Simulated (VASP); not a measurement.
## Mg: single point with PBE

Mg:

```
CELL_PARAMETERS angstrom
-1.92853 1.92853 1.92853
1.92853 -1.92853 1.92853
1.92853 1.92853 -1.92853
ATOMIC_POSITIONS crystal
Mg 0.00000 0.00000 0.00000
```

This cell differs from its parent crystal: Ba replaced by Mg, lengths x 0.793, strained.

| Item | Value |
| --- | --- |
| Program | VASP 6.6.1 |
| Task | single point |
| Functional | PBE |
| Potentials or basis | VASP PAW PBE potentials, release 64 (Mg) |
| Cutoff | 600 eV |
| k mesh | 16 × 16 × 16 |
| Occupations | gaussian, width 0.1 eV |
| Spin | no spin polarisation |

The pressure is -5.0 GPa and the band gap on the k mesh is zero (band 1 reaches 4.85 eV, above the bottom of band 2 at 0.62 eV).

Levels at points of the mesh, in eV from the Fermi level:
| k point | band 1 | band 2 | band 3 | band 4 | band 5 |
| --- | --- | --- | --- | --- | --- |
| (0.00, 0.00, 0.00) | -6.04 | 11.59 | 11.59 | 11.59 | 12.38 |
| (0.50, 0.00, 0.00) | -1.17 | -0.97 | 7.75 | 7.85 | 8.80 |
| (0.50, 0.50, 0.50) | 3.26 | 3.26 | 3.26 | 3.92 | 3.92 |

Wall time 19 s on 1 thread of Intel Xeon 6975P-C (shared host), peak memory 0.18 GiB.

Caveat: the cell differs from its parent crystal (Ba replaced by Mg, lengths x 0.793, strained).
